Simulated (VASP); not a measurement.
Set up this calculation in VASP 6.6.1, as the native input.

| Property | Result |
| --- | --- |
| Task | relaxation of cell and atoms |
| Functional | PBE |
| Dispersion | D3(BJ) |
| Potentials or basis | VASP PAW PBE potentials, release 64 (Li_sv) |
| Cutoff | 600 eV |
| k mesh | 18 × 18 × 6 |
| Occupations | gaussian, width 0.1 eV |
| Spin | no spin polarisation |
| Dipole correction | no |
| Further INCAR settings | ALGO = Fast; EDIFF = 1e-06; IBRION = 2; EDIFFG = -0.005; NSW = 100; ISIF = 3 |

The structure of Li lies in POSCAR:

```
Li
1.0
    2.9500393383      0.0000000000      0.0000000000
   -1.4750196692      2.5548090092      0.0000000000
    0.0000000000      0.0000000000      9.6878098281
Li
4
Direct
    0.0000000000      0.0000000000      0.0000000000
    0.3333333333      0.6666666667      0.2500000000
    0.0000000000      0.0000000000      0.5000000000
    0.6666666667      0.3333333333      0.7500000000
```

The input as run:

INCAR

```
  ALGO = Fast
  EDIFF = 1E-6
  EDIFFG = -0.005
  ENCUT = 600
  GGA = PE
  IBRION = 2
  ISIF = 3
  ISMEAR = 0
  IVDW = 12
  LASPH = True
  LCHARG = False
  LREAL = False
  LWAVE = False
  NELM = 80
  NSW = 100
  PREC = Accurate
  SIGMA = 0.1
```

KPOINTS

```
k-points
0
Gamma
  18 18 6
```

Potentials or basis: VASP PAW PBE potentials, release 64 (Li_sv).

The run is started by

```sh
$ cat potpaw_PBE.64/Li_sv/POTCAR > POTCAR
$ mpirun -np 1 vasp_std > vasp.out
```

Results of the run:

- Relaxed volume: 18.11 Å³/atom
- Relaxed cell: a = 2.943 Å, b = 2.943 Å, c = 9.659 Å, α = 90.00°, β = 90.00°, γ = 120.00°
- Space group after relaxing (to 0.05 Å): P6_3/mmc (No. 194)
- Energy gained by relaxing: 0.1 meV/atom
- Ionic steps: 3
- Pressure after relaxing: 0.0 GPa
- Band gap on the k mesh: zero (band 6 reaches 2.62 eV, above the bottom of band 7 at -1.60 eV)
- Dispersion energy per atom: -0.189 eV

Caveat: the cutoff is under 1.25 times the usual one of these potentials, so pressure, stress and relaxed cells hold a basis-set (Pulay) error; pairwise dispersion overbinds metals, which lowers pressure and volume.

Run time: 4.6 min on 1 thread of Oxide Virtual Turin-like Processor, on a shared host, peak memory 0.24 GiB.
